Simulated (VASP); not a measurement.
# Na2S (Fm-3m) in VASP: settings compared, part 3 of 3

VASP 6.6.1. The steps go on from the part before.

**7. Single point, PBE0**

File POSCAR:

```
Na2S
1.0
    0.0000000000      3.2554286135      3.2554286135
    3.2554286135      0.0000000000      3.2554286135
    3.2554286135      3.2554286135      0.0000000000
Na S
2 1
Direct
    0.2500000000      0.2500000000      0.2500000000
    0.7500000000      0.7500000000      0.7500000000
    0.0000000000      0.0000000000      0.0000000000
```

File INCAR.step1:

```
ALGO = Normal
EDIFF = 1E-5
ENCUT = 400
GGA = PE
GGA_COMPAT = False
ISIF = 2
ISMEAR = 0
LASPH = True
LCHARG = False
LREAL = False
LWAVE = True
NBANDS = 17
NELM = 120
PREC = Accurate
SIGMA = 0.01
```

File INCAR.step2:

```
AEXX = 0.25
ALGO = Normal
EDIFF = 1E-6
ENCUT = 400
GGA = PE
GGA_COMPAT = False
ISIF = 2
ISMEAR = 0
ISTART = 1
LASPH = True
LCHARG = False
LHFCALC = True
LREAL = False
LWAVE = False
NBANDS = 17
NELM = 120
PREC = Accurate
PRECFOCK = Normal
SIGMA = 0.01
```

File KPOINTS:

```
k-points
0
Gamma
  4 4 4
```

Potentials or basis: VASP PAW PBE potentials, release 64 (Na_pv, S).

Command:

```bash
> cat potpaw_PBE.64/Na_pv/POTCAR potpaw_PBE.64/S/POTCAR > POTCAR
> cp INCAR.step1 INCAR
> mpirun -np 1 vasp_std > vasp.out
> cp INCAR.step2 INCAR
> mpirun -np 1 vasp_std > vasp.out
```

OUTCAR:

```text
AEXX = 0.25
   EDIFF = 1E-6
   ENCUT = 400
   GGA = PE
   ISIF = 2
   ISMEAR = 0
   ISTART = 1
   LASPH = True
   LHFCALC = True
   LREAL = False
   NELM = 120
   PREC = Accurate
   PRECFOCK = Normal

 ion  position               nearest neighbor table
   1  0.250  0.250  0.250-
   2  0.750  0.750  0.750-
   3  0.000  0.000  0.000-

  LATTYP: Found a face centered cubic cell.
 ALAT       =     6.5108572270

  Lattice vectors:

 A1 = (   0.0000000000,   3.2554286135,   3.2554286135)
 A2 = (   3.2554286135,   0.0000000000,   3.2554286135)
 A3 = (   3.2554286135,   3.2554286135,   0.0000000000)

Analysis of symmetry for initial positions (statically):
=====================================================================
 Subroutine PRICEL returns:
 Original cell was already a primitive cell.

 Routine SETGRP: Setting up the symmetry group for a
 face centered cubic supercell.

 Subroutine GETGRP returns: Found 48 space group operations
 (whereof 48 operations were pure point group operations)
 out of a pool of 48 trial point group operations.

The static configuration has the point symmetry O_h .

Analysis of symmetry for dynamics (positions and initial velocities):
=====================================================================
 Subroutine PRICEL returns:
 Original cell was already a primitive cell.

 Routine SETGRP: Setting up the symmetry group for a
 face centered cubic supercell.

 Subroutine GETGRP returns: Found 48 space group operations
 (whereof 48 operations were pure point group operations)
 out of a pool of 48 trial point group operations.

The dynamic configuration has the point symmetry O_h .

 Subroutine INISYM returns: Found 48 space group operations
 (whereof 48 operations are pure point group operations),
 and found     1 'primitive' translations

----------------------------------------------------------------------------------------

                                     Primitive cell

  volume of cell :      69.0009

  direct lattice vectors                    reciprocal lattice vectors
     0.000000000  3.255428613  3.255428613    -0.153589607  0.153589607  0.153589607
     3.255428613  0.000000000  3.255428613     0.153589607 -0.153589607  0.153589607
     3.255428613  3.255428613  0.000000000     0.153589607  0.153589607 -0.153589607

  length of vectors
     4.603871297  4.603871297  4.603871297     0.266025002  0.266025002  0.266025002

  position of ions in fractional coordinates (direct lattice)
     0.250000000  0.250000000  0.250000000
     0.750000000  0.750000000  0.750000000
     0.000000000  0.000000000  0.000000000

  ion indices of the primitive-cell ions
   primitive index   ion index
                 1           1
                 2           2
                 3           3

----------------------------------------------------------------------------------------

 KPOINTS: k-points

Automatic generation of k-mesh.
 Grid dimensions read from file:
[... 24 lines left out ...]
  0.500000  0.000000  0.000000      4.000000
  0.250000  0.250000  0.000000      6.000000
  0.500000  0.250000  0.000000     24.000000
 -0.250000  0.250000  0.000000     12.000000
  0.500000  0.500000  0.000000      3.000000
 -0.250000  0.500000  0.250000      6.000000
   k-points           NKPTS =      8   k-points in BZ     NKDIM =     64   number of bands    NBANDS=     17
   number of dos      NEDOS =    301   number of ions     NIONS =      3
   total plane-waves  NPLWV =  27000
   dimension x,y,z NGX =    30 NGY =   30 NGZ =   30
   dimension x,y,z NGXF=    60 NGYF=   60 NGZF=   60
   ions per type =               2   1
   NGX,Y,Z   is equivalent  to a cutoff of  10.83, 10.83, 10.83 a.u.
   NGXF,Y,Z  is equivalent  to a cutoff of  21.67, 21.67, 21.67 a.u.
 SYSTEM =  unknown system
   PREC   = accura    normal or accurate (medium, high low for compatibility)
   ISTART =      1    job   : 0-new  1-cont  2-samecut
   ICHARG =      0    charge: 1-file 2-atom 10-const
   ISPIN  =      1    spin polarized calculation?
   LNONCOLLINEAR =      F non collinear calculations
   LSORBIT =      F    spin-orbit coupling
   LASPH  =      T    aspherical Exc in radial PAW
   ENCUT  =  400.0 eV  29.40 Ry    5.42 a.u.   7.51  7.51  7.51*2*pi/ulx,y,z
   NELM   =    120;   NELMIN=  2; NELMDL=  0     # of ELM steps
   EDIFF  = 0.1E-05   stopping-criterion for ELM
   LREAL  =      F    real-space projection
   EDIFFG = 0.1E-04   stopping-criterion for IOM
   NSW    =      0    number of steps for IOM
   IBRION =     -1    ionic relax: 0-MD 1-quasi-New 2-CG
   NFREE  =      0    steps in history (QN), initial steepest desc. (CG)
   ISIF   =      2    stress and relaxation
   ISYM   =      3    0-nonsym 1-usesym 2-fastsym
   POTIM  = 0.5000    time-step for ionic-motion
   TEBEG  =    0.0;   TEEND  =   0.0 temperature during run
   PSTRESS=    0.0 pullay stress
   NELECT =      20.0000    total number of electrons
   NUPDOWN=      -1.0000    fix difference up-down
   EMIN   =  10.00;   EMAX   =-10.00  energy-range for DOS
   EFERMI =   0.00;   METHOD = LEGACY
   ISMEAR =     0;   SIGMA  =   0.01  broadening in eV -4-tet -1-fermi 0-gaus
   EFERMI_NEDOS =   21; number of points for ismear=-14 and -15
   IALGO  =     38    algorithm
   IMIX   =      1    mixing-type and parameters
     AMIX     =   0.40;   BMIX     =  1.00
     AMIX_MAG =   1.60;   BMIX_MAG =  1.00
  volume/ion in A,a.u.               =      23.00       155.21
  Fermi-wavevector in a.u.,A,eV,Ry     =   1.083428  2.047382 15.970734  1.173816
  Thomas-Fermi vector in A             =   2.219494
   LORBIT       =      0    0 simple, 1 ext, 2 COOP (PROOUT), +10 PAW based schemes
   GGA     = PE    functional components
   LHFCALC =     T    Hartree Fock is set to
   PRECFOCK=normal    Normal, Fast or Accurate (Low or Medium for compatibility)
   ENCUT4O =  -1.0   cutoff for four orbital integrals eV
   NKREDX  =     1    reduce k-point grid by
   NKREDY  =     1    reduce k-point grid by
   NKREDZ  =     1    reduce k-point grid by
   AEXX    =    0.2500 exact exchange contribution
   HFSCREEN=    0.0000 screening length (either q_TF or 0.3 A-1)
   HFSCREENC=   0.0000 screening length for correlation (either q_TF or 0.3 A-1)
   ENCUTFOCK=  -1.0 apply spherical cutoff to Coloumb kernel
   IVDW    =     0    specifies the selected vdW correction
   LEPSILON=     F    determine dielectric tensor
   LRPA    =     F    only Hartree local field effects (RPA)
 non-spin polarized calculation
 Gauss-broadening in eV      SIGMA  =   0.01
  energy-cutoff  :      400.00
  volume of cell :       69.00
 maximum number of plane-waves:      1283
  NGX = 24; NGY = 24; NGZ = 24

 number of electron      19.9999976 magnetization

 Free energy of the ion-electron system (eV)
  ---------------------------------------------------
  ext. energy  EPLUGINS =         0.00000000
  ---------------------------------------------------
  free energy    TOTEN  =       -12.41449042 eV

  energy without entropy =      -12.41449042  energy(sigma->0) =      -12.41449042

 E-fermi :  -0.8064     XC(G=0):  -6.2063

 val. band max:       -0.8704599316   @ k =   0.0000   0.0000   0.0000
 cond. band min:       3.3508156989   @ k =   0.0000   0.0000   0.0000
 fundamental gap:      4.2212756305
 Fermi energy:        -0.8064329396

 k-point     1 :       0.0000    0.0000    0.0000
  band No.  band energies     occupation
      1     -25.4214      2.00000
      2     -25.4214      2.00000
      3     -25.4214      2.00000
      4     -25.3690      2.00000
      5     -25.3690      2.00000
      6     -25.3690      2.00000
[... 137 lines left out ...]
      4     -25.3975      2.00000
      5     -25.3588      2.00000
      6     -25.3581      2.00000
[... 9 lines left out ...]
     16      11.8825      0.00000
     17      13.3593      0.00000

------------------------ aborting loop because EDIFF is reached ----------------------------------------

  FORCE on cell =-STRESS in cart. coord.  units (eV):
  Direction    XX          YY          ZZ          XY          YZ          ZX
  --------------------------------------------------------------------------------------
  -------------------------------------------------------------------------------------
  Total       -0.0218184     -0.0218184     -0.0218184      0.0000000      0.0000000     -0.0000000
  in kB       -0.5066170     -0.5066170     -0.5066170      0.0000000      0.0000000     -0.0000000
  external PRESSURE =      -0.5066170 kB  Pullay stress =       0.0000000 kB

 VOLUME and BASIS-vectors are now :
 -----------------------------------------------------------------------------
  energy-cutoff  :      400.00
  volume of cell :       69.00
      direct lattice vectors                 reciprocal lattice vectors
     0.000000000  3.255428613  3.255428613    -0.153589607  0.153589607  0.153589607
     3.255428613  0.000000000  3.255428613     0.153589607 -0.153589607  0.153589607
     3.255428613  3.255428613  0.000000000     0.153589607  0.153589607 -0.153589607

 POSITION                                       TOTAL-FORCE (eV/Angst)
 -----------------------------------------------------------------------------------
      1.62771      1.62771      1.62771         0.000000      0.000000      0.000000
      4.88314      4.88314      4.88314        -0.000000     -0.000000     -0.000000
      0.00000      0.00000      0.00000        -0.000000     -0.000000     -0.000000
 -----------------------------------------------------------------------------------
    total drift:                                0.000000     -0.000000     -0.000000

  FREE ENERGIE OF THE ION-ELECTRON SYSTEM (eV)
  ---------------------------------------------------
  free  energy   TOTEN  =       -12.4144904213 eV

  energy  without entropy=      -12.4144904213  energy(sigma->0) =      -12.41449042
```

It took 1.7 min on 1 thread of Intel Xeon 6975P-C (Granite Rapids), shared host; peak memory 0.17 GiB.

Results:

* Free energy: -12.4145 eV
* Pressure: -0.1 GPa
* Band gap on the k mesh: 4.22 eV

Caveat: the PAW data sets were made with another functional, which shifts forces and pressure a little.

**8. Overview**

```tsv
level	k mesh	cutoff (eV)	grid for exact exchange (PRECFOCK)	share of exact exchange	screening parameter	gap on the mesh (eV)	pressure (GPa)
PBE	4 × 4 × 4	500	-	-	-	2.53	0.9
PBE	6 × 6 × 6	500	-	-	-	2.53	0.8
r2SCAN	4 × 4 × 4	550	-	-	-	3.11	-0.1
HSE06	4 × 4 × 4	400	Normal	0.25	0.2079 1/Å	3.52	0.0
PBE0	4 × 4 × 4	400	Normal	0.25	-	4.22	-0.1
```

Alike in all rows: task single point; potentials or basis VASP PAW PBE potentials, release 64 (Na_pv, S); no spin polarisation; cell as given; smearing gaussian 0.01 eV.

On the cell as given the gap runs from 2.53 eV (PBE) to 4.22 eV (PBE0); the meshes differ, which moves gaps too. The pressure there spans -0.1 GPa (r2SCAN) to 0.9 GPa (PBE); a positive pressure means that this level wants a larger cell, a negative one a smaller.

Caveats: the PAW data sets were made with another functional, which shifts forces and pressure a little (at least some runs).

Absolute energies hang on the potentials; compare differences alone.
